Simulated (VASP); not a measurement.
Os:

```
CELL_PARAMETERS angstrom
1.35763 0.78383 4.79346
-1.35763 0.78383 4.79346
0.00000 -1.56766 4.79346
ATOMIC_POSITIONS crystal
Os 0.09309 0.09309 0.09309
Os 0.90691 0.90691 0.90691
```

- Program: VASP 6.6.1
- Task: relaxation of cell and atoms
- Functional: PBE
- Potentials or basis: VASP PAW PBE potentials, release 64 (Os)
- Cutoff: 600 eV
- k mesh: 9 × 9 × 9
- Occupations: gaussian, width 0.1 eV
- Spin: no spin polarisation

At the start: pressure -0.7 GPa; volume 15.30 Å³/atom.

Where does the relaxation end?

Over 7 steps the energy falls by 3.8 meV/atom and the volume is 15.21 Å³/atom (-0.6 %); space group R-3m (No. 166, to 0.1 Å) before and after.

The path:
```csv
step,energy change (eV),largest force (eV/Å),pressure (GPa),volume (Å³)
1,0.0000,0.2068,-0.68,30.61
2,-0.0034,0.2278,1.75,30.32
3,-0.0055,0.2252,0.73,30.43
4,-0.0054,0.1259,-2.45,30.61
5,-0.0070,0.0498,-0.89,30.51
6,-0.0065,0.0779,1.41,30.27
7,-0.0075,0.0005,0.05,30.42
```

Final structure:
```
CELL_PARAMETERS angstrom
1.36085 0.78568 4.74120
-1.36085 0.78568 4.74120
0.00000 -1.57137 4.74120
ATOMIC_POSITIONS crystal
Os 0.09200 0.09200 0.09200
Os 0.90800 0.90800 0.90800
```
